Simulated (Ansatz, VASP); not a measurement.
**One calculation of GaN, two programs**

The input POSCAR:

```
GaN
1.0
    3.1586570750      0.0000000000      0.0000000000
   -1.5793285375      2.7354772688      0.0000000000
    0.0000000000      0.0000000000      5.1313278144
Ga N
2 2
Direct
    0.6666666667      0.3333333333      0.5000000000
    0.3333333333      0.6666666667      0.0000000000
    0.6666666667      0.3333333333      0.8750000000
    0.3333333333      0.6666666667      0.3750000000
```

Contents of INCAR.step1:

```
SYSTEM = GaN
PREC = Accurate
ENCUT = 520
ISMEAR = -1
SIGMA = 0.05
LREAL = .FALSE.
LASPH = .TRUE.
NELM = 150
MAGMOM = 0 0 0 0 0 0 0 0 0 0 0 0
LSORBIT = .TRUE.
GGA_COMPAT = .FALSE.
NBANDS = 50
GGA = PE
ALGO = Normal
EDIFF = 1E-4
LWAVE = .TRUE.
LCHARG = .FALSE.
```

The input INCAR.step2:

```
SYSTEM = GaN
PREC = Accurate
ENCUT = 520
EDIFF = 1E-6
ISMEAR = -1
SIGMA = 0.05
LREAL = .FALSE.
LASPH = .TRUE.
NELM = 150
ALGO = Normal
ISIF = 2
LWAVE = .FALSE.
LCHARG = .TRUE.
MAGMOM = 0 0 0 0 0 0 0 0 0 0 0 0
LORBIT = 11
LSORBIT = .TRUE.
GGA_COMPAT = .FALSE.
LORBMOM = .TRUE.
METAGGA = R2SCAN
LMIXTAU = .TRUE.
LVHAR = .TRUE.
NBANDS = 50
ISTART = 1
```

KPOINTS

```
regular mesh
0
G
  10 10 5
  0 0 0
```

The input input.yaml:

```yaml
crystal:
  lattice:
    - [3.158657075, 0.0, 0.0]
    - [-1.5793285375, 2.7354772688, 0.0]
    - [0.0, 0.0, 5.1313278144]
  atoms:
    - { symbol: Ga, position: [0.6666666667, 0.3333333333, 0.5] }
    - { symbol: Ga, position: [0.3333333333, 0.6666666667, 0.0] }
    - { symbol: "N", position: [0.6666666667, 0.3333333333, 0.875] }
    - { symbol: "N", position: [0.3333333333, 0.6666666667, 0.375] }
hamiltonian:
  xc: r2scan
  pseudopotentials: { kind: paw_fr }
magnetization:
  noncollinear: true
  spin_orbit: true
kpoints:
  mp_grid: { grid: [10, 10, 5] }
scf:
  occupations: { method: fermi_dirac, width: 0.05 }
output:
  forces: true
  stress: true
  eigenvalues: true
```

Alike in both runs: task single point; functional r2SCAN; k mesh 10 × 10 × 5; occupations fermi-dirac, width 0.05 eV; non-collinear spin, spin-orbit coupling.

|  | VASP | Ansatz |
| --- | --- | --- |
| version | VASP 6.6.1 | Ansatz 0.2.0 |
| potentials or method | VASP PAW PBE potentials, release 64 (Ga_d, N) | Ansatz PAW |
| plane-wave cutoff (eV) | 520 | 500 |
| valence electrons in the cell | 36 | 36 |

|  | VASP | Ansatz | Ansatz less VASP |
| --- | --- | --- | --- |
| pressure (GPa) | 6.4 | 5.3 | -1.14 |
| traceless stress, the component that is largest in VASP (GPa) | 1.41 | 1.48 | +0.072 |
| rms of the force components (eV/Å) | 0.084 | 0.085 | +0.0014 |

VASP's potentials were made for PBE, not for r2SCAN. Atom by atom the forces differ by 0.001 eV/Å (rms over components).

Noted on Ansatz's run: odd divisions of the mesh miss points on the zone boundary, where band edges often lie, so the gap on the mesh can be too wide.
